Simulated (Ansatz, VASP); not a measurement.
**One calculation of Cs3Cl2, two programs**

```
Cs Cl
1.0
     5.14953    0.00000    0.00000
    -2.57477    4.45963    0.00000
     0.00000    0.00000    8.01184
Cs Cl
3 2
Cartesian
  0.0000 0.0000 0.0000
  0.0000 2.9731 5.1676
  2.5748 1.4865 2.8442
  0.0000 2.9731 1.9629
  2.5748 1.4865 6.0489
```

Alike in both runs: task single point; functional r2SCAN; k mesh 6 × 6 × 2; occupations gaussian, width 0.1 eV; no spin polarisation.

|  | VASP | Ansatz |
| --- | --- | --- |
| version | VASP 6.6.1 | Ansatz 0.2.0 |
| potentials or method | VASP PAW PBE potentials, release 64 (Cs_sv, Cl), cutoff 520 eV | scalar-relativistic, plane waves, PAW |
| valence electrons in the cell | 41 | 41 |

```csv
,VASP,Ansatz,Ansatz less VASP
gap on the k mesh at the Fermi level (eV),none,none,-
pressure (GPa),5.6,5.4,-0.11
"traceless stress, the component that is largest in VASP (GPa)",-1.84,-1.84,+0.009
rms of the force components (eV/Å),0.432,0.427,-0.0049
```

VASP's potentials were made for PBE, not for r2SCAN. Atom by atom the forces differ by 0.006 eV/Å (rms over components). A gap of «none» marks a metal or a gap that the smearing closes. With one functional, cell and mesh, what is left measures potentials, basis and numerics.

The k mesh is coarse, so the values compare programs but aren't converged. Spin-orbit coupling is off throughout.
